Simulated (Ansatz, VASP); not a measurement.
## NaH: VASP beside Ansatz

Contents of INCAR:

```
SYSTEM = NaH
PREC = Accurate
ENCUT = 520
EDIFF = 1E-6
ISMEAR = 0
SIGMA = 0.02
LREAL = .FALSE.
LASPH = .TRUE.
NELM = 100
ALGO = Normal
ISIF = 2
LWAVE = .FALSE.
LCHARG = .FALSE.
GGA = PE
NBANDS = 11
```

KPOINTS

```
regular mesh
0
G
  10 10 10
  0 0 0
```

File POSCAR:

```
NaH
1.0
    2.8969376084      0.0000000000      0.0000000000
    0.0000000000      2.8969376084      0.0000000000
    0.0000000000      0.0000000000      2.8969376084
Na H
1 1
Direct
    0.0000000000      0.0000000000      0.0000000000
    0.5000000000      0.5000000000      0.5000000000
```

Input for Ansatz:

```yaml
crystal:
  lattice:
    - [2.8969376084, 0.0, 0.0]
    - [0.0, 2.8969376084, 0.0]
    - [0.0, 0.0, 2.8969376084]
  atoms:
    - { symbol: Na, position: [0.0, 0.0, 0.0] }
    - { symbol: H, position: [0.5, 0.5, 0.5] }
basis:
  ecutwfc: 420
kpoints:
  mp_grid: { grid: [10, 10, 10] }
hamiltonian:
  xc: pbe
scf:
  occupations: { method: gaussian, width: 0.02 }
output:
  forces: true
  stress: true
  eigenvalues: true
```

Alike in both runs: task single point; functional PBE; k mesh 10 × 10 × 10; occupations gaussian, width 0.02 eV; no spin polarisation.

```csv
,VASP,Ansatz
version,VASP 6.6.1,Ansatz 0.2.0
potentials or method,"VASP PAW PBE potentials, release 64 (Na_pv, H), cutoff 520 eV","scalar-relativistic, plane waves, PAW"
valence electrons in the cell,8,10
```

Ansatz gave:

- gap on the k mesh at the Fermi level (eV): 1.04
- least direct gap on the mesh (eV): 4.61
- pressure (GPa): 1.9

Which values does VASP return?

gap on the k mesh at the Fermi level (eV): 1.03; least direct gap on the mesh (eV): 4.61; pressure (GPa): 1.8.

VASP's potentials hold 8 valence electrons a cell and Ansatz's 10, so a difference there can come from the potentials and not from the codes.
